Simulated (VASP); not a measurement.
## CdH2O2: single point with PBEsol

CdH2O2:

```
Cd H O
1.0
     3.56179    0.00000    0.00000
    -1.78089    3.08459    0.00000
     0.00000    0.00000    4.70408
Cd H O
1 2 2
Cartesian
  0.0000 0.0000 0.0000
  1.7809 1.0282 2.5918
  0.0000 2.0564 2.1123
  1.7809 1.0282 3.5721
  0.0000 2.0564 1.1319
```

```
Program             : VASP 6.6.1
Task                : single point
Functional          : PBEsol
Potentials or basis : VASP PAW PBE potentials, release 64 (Cd_sv_GW, H, O)
Cutoff              : 700 eV
k mesh              : 6 × 6 × 4
Occupations         : gaussian, width 0.01 eV
Spin                : no spin polarisation
```

| Property | Result |
| --- | --- |
| Pressure | -4.6 GPa |
| Largest force | 0.399 eV/Å |
| Band gap on the k mesh | 1.51 eV (least direct gap 1.85 eV) |

Forces on the atoms (eV/Å):
```
Cd   0.000  0.000  0.000
H    0.000  0.000 -0.005
H    0.000  0.000  0.005
O    0.000  0.000  0.399
O    0.000  0.000 -0.399
```

Stress tensor (GPa, compression positive):
```
-4.92  0.00  0.00
 0.00 -4.92  0.00
 0.00  0.00 -4.07
```

Levels at points of the mesh, in eV from the valence-band top:
| k point | band 14 | band 15 | band 16 | band 17 | band 18 | band 19 | band 20 | band 21 |
| --- | --- | --- | --- | --- | --- | --- | --- | --- |
| (0.00, 0.00, 0.00) | -0.96 | -0.96 | -0.34 | -0.34 | 1.51 | 6.11 | 9.69 | 12.56 |
| (0.50, 0.00, 0.00) | -2.94 | -2.30 | -2.06 | 0.00 | 6.23 | 6.25 | 8.67 | 10.29 |
| (0.00, 0.00, 0.50) | -1.19 | -1.19 | -0.08 | -0.08 | 4.06 | 4.24 | 10.82 | 11.02 |
| (0.50, 0.00, 0.50) | -2.24 | -2.02 | -1.62 | -0.47 | 5.74 | 6.85 | 8.82 | 9.13 |

Wall time 51 s on 1 thread of Intel(R) Xeon(R) 6975P-C (Granite Rapids) (shared host), peak memory 0.23 GiB.

Caveat: the cell stands under tension; the PAW data sets were made with another functional, which shifts forces and pressure a little. A k mesh can miss the band edges.
